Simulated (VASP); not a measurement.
Set up this calculation in VASP 6.6.1, as the native input.

* Task: single point
* Functional: PBE
* Potentials or basis: VASP PAW PBE potentials, release 64 (Hf_pv, N)
* Cutoff: 520 eV
* k mesh: 18 × 18 × 18
* Occupations: gaussian, width 0.15 eV
* Spin: no spin polarisation
* Dipole correction: no
* Further INCAR settings: ALGO = Normal; EDIFF = 1e-07; NBANDS = 14

The structure of HfN lies in POSCAR:

```
HfN
1.0
    0.0000000000      2.3945400000      2.2590000000
    2.3945400000      0.0000000000      2.2590000000
    2.3945400000      2.3945400000      0.0000000000
Hf N
1 1
Direct
    0.0000000000      0.0000000000      0.0000000000
    0.5000000000      0.5000000000      0.5000000000
```

This cell differs from its parent crystal: strain +0.0600 x Voigt [1, 1, 0, 0, 0, 0].

These files were run (other wordings do the same):

INCAR

```
SYSTEM = HfN
  PREC = Accurate
  ENCUT = 520
  EDIFF = 1E-7
  ISMEAR = 0
  SIGMA = 0.15
  LREAL = .False.
  LASPH = .True.
  NELM = 80
  ALGO = Normal
  ISIF = 2
  LWAVE = .False.
  LCHARG = .False.
  GGA = PE
  NBANDS = 14
```

KPOINTS

```
regular mesh
0
Gamma
  18 18 18
  0 0 0
```

Potentials or basis: VASP PAW PBE potentials, release 64 (Hf_pv, N).

Launch:

```sh
$ cat potpaw_PBE.64/Hf_pv/POTCAR potpaw_PBE.64/N/POTCAR > POTCAR
$ mpirun -np 1 vasp_std > vasp.out
```

It gave:

* Pressure: -21.0 GPa
* Band gap on the k mesh: zero (an odd number of electrons rules out a gap without spin polarisation)

Caveat: the cell differs from its parent crystal (strain +0.0600 x Voigt [1, 1, 0, 0, 0, 0]); the cell stands under tension; spin-orbit coupling is left out, which moves the levels of the heavy elements.

Run time: 3.2 min on 1 thread of Intel Xeon 8259CL, with other jobs on the host, peak memory 0.3 GiB.
